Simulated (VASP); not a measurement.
Here is a VASP 6.6.1 calculation.

File INCAR:

```
PREC     = Accurate       # precision mode
ENCUT    = 520            # plane-wave cutoff, eV
EDIFF    = 1E-8           # SCF threshold, eV
ISMEAR   = -1             # smearing method
SIGMA    = 0.02           # smearing width, eV
LREAL    = Auto         
LASPH    = T              # aspherical terms in the spheres
NELM     = 100            # most SCF steps
ALGO     = Normal         # electronic algorithm
ISIF     = 2              # what is computed and relaxed
LWAVE    = F              # write WAVECAR
LCHARG   = F              # write CHGCAR
GGA      = PE             # functional
LEFG     = T            
NBANDS   = 146            # bands
```

File KPOINTS:

```
Automatic mesh
0
Gamma
  8 8 1
```

File POSCAR:

```
ZnS
1.0
    3.8090542513      0.0000000000      0.0000000000
   -1.9045271256      3.2987377460      0.0000000000
    0.0000000000      0.0000000000     43.5765307800
Zn S
14 14
Direct
    0.0000000000      0.0000000000      0.1428606300
    0.6666666667      0.3333333333      0.7857672800
    0.6666666667      0.3333333333      0.0714592700
    0.0000000000      0.0000000000      0.5713934500
    0.3333333333      0.6666666667      0.2142292800
    0.0000000000      0.0000000000      0.7143392000
    0.6666666667      0.3333333333      0.6428693700
    0.3333333333      0.6666666667      0.3571818100
    0.3333333333      0.6666666667      0.0000447100
    0.0000000000      0.0000000000      0.4284594700
    0.0000000000      0.0000000000      0.9285178300
    0.6666666667      0.3333333333      0.2857038800
    0.6666666667      0.3333333333      0.4998852400
    0.3333333333      0.6666666667      0.8570893300
    0.0000000000      0.0000000000      0.9822032400
    0.0000000000      0.0000000000      0.1964527000
    0.6666666667      0.3333333333      0.3393813300
    0.6666666667      0.3333333333      0.6964768500
    0.0000000000      0.0000000000      0.7679738600
    0.3333333333      0.6666666667      0.9106481500
    0.3333333333      0.6666666667      0.2678022100
    0.6666666667      0.3333333333      0.5535190700
    0.3333333333      0.6666666667      0.4107221400
    0.3333333333      0.6666666667      0.0536247000
    0.0000000000      0.0000000000      0.4820123700
    0.0000000000      0.0000000000      0.6250021800
    0.6666666667      0.3333333333      0.8393248000
    0.6666666667      0.3333333333      0.1250536600
```

Potentials or basis: VASP PAW PBE potentials, release 64 (Zn, S).

The run is started by

```console
$ cat potpaw_PBE.64/Zn/POTCAR potpaw_PBE.64/S/POTCAR > POTCAR
$ mpirun -np 1 vasp_std > vasp.out
```

Problem. Estimate the largest force.

Solution. 0.021 eV/Å.

Problem. What does it give for the band gap on the k mesh?

Solution. 2.18 eV, direct.

Problem. What does it give for the pressure?

Solution. 2.5 GPa.

Electric field gradients, principal values (V/Å²):
```tsv
atom	least	middle	greatest (by size)
1 Zn	-0.423	-0.425	0.848
2 Zn	-0.559	-0.572	1.131
3 Zn	-0.398	-0.410	0.808
4 Zn	-0.159	-0.161	0.320
5 Zn	-0.486	-0.499	0.986
6 Zn	-0.143	-0.145	0.288
7 Zn	-0.141	-0.153	0.294
8 Zn	-0.507	-0.519	1.026
9 Zn	-0.617	-0.630	1.247
10 Zn	-0.468	-0.470	0.938
11 Zn	-0.081	-0.084	0.165
12 Zn	0.005	0.018	-0.022
13 Zn	0.017	0.030	-0.048
14 Zn	-0.447	-0.459	0.906
15 S	-0.813	-0.814	1.627
16 S	0.124	0.125	-0.249
17 S	-0.727	-0.728	1.454
18 S	-0.982	-0.983	1.964
19 S	-0.677	-0.678	1.355
20 S	-0.202	-0.203	0.405
21 S	-0.293	-0.294	0.587
22 S	-0.979	-0.980	1.960
23 S	0.221	0.222	-0.443
24 S	-0.049	-0.050	0.100
25 S	-0.143	-0.144	0.286
26 S	-0.983	-0.984	1.968
27 S	0.165	0.166	-0.330
28 S	0.057	0.058	-0.115
```

Caveat: without QUAD_EFG the Cq values of the log hold for a quadrupole moment of 1 mb, not for the nuclei. As with any semilocal functional, this PBE gap is likely too small.
